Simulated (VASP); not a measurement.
Here is a VASP 6.6.1 calculation.

The input INCAR:

```
SYSTEM = Os
  PREC = Accurate
  ENCUT = 600
  EDIFF = 1E-6
  ISMEAR = -1
  SIGMA = 0.1
  LREAL = .FALSE.
  LASPH = .TRUE.
  NELM = 60
  ALGO = Normal
  ISIF = 3
  LWAVE = .FALSE.
  LCHARG = .FALSE.
  GGA = PE
  IBRION = 2
  NSW = 32
  EDIFFG = -0.005
  PSTRESS = 3300.0
```

The input KPOINTS:

```
regular mesh
0
G
  10 10 13
  0 0 0
```

The input POSCAR:

```
Os
1.0
    3.8418073429      0.0000000000      0.0000000000
   -1.9209036714      3.3271027554      0.0000000000
    0.0000000000      0.0000000000      2.3649604344
Os
3
Direct
    0.0000000000      0.0000000000      0.0000000000
    0.3333333333      0.6666666667      0.5000000000
    0.6666666667      0.3333333333      0.5000000000
```

Potentials or basis: VASP PAW PBE potentials, release 64 (Os).

Run with:

```console
$ cat potpaw_PBE.64/Os/POTCAR > POTCAR
$ mpirun -np 1 vasp_std > vasp.out
```

Q: Estimate the band gap on the k mesh.

A: Zero (bands 12 and 13 overlap by 4.34 eV).

Q: What does it give for the space group after relaxing (to 0.1 Å)?

A: P6/mmm (No. 191).

Step by step:
```
step  energy change (eV)  largest force (eV/Å)  pressure (GPa)  volume (Å³)
   1              0.0000                0.0000          343.12        30.23
   2             -5.9683                0.0000          180.63        33.98
   3             -0.5386                0.0000          329.05        30.49
   4             -0.5058                0.0000          329.92        30.47
   5             -0.4974                0.0000          330.35        30.47
   6             -0.5047                0.0000          330.00        30.47
```

Caveat: the cell is relaxed towards a set pressure, so the run minimises the enthalpy, not the energy; spin-orbit coupling is left out, which moves the levels of the heavy elements.
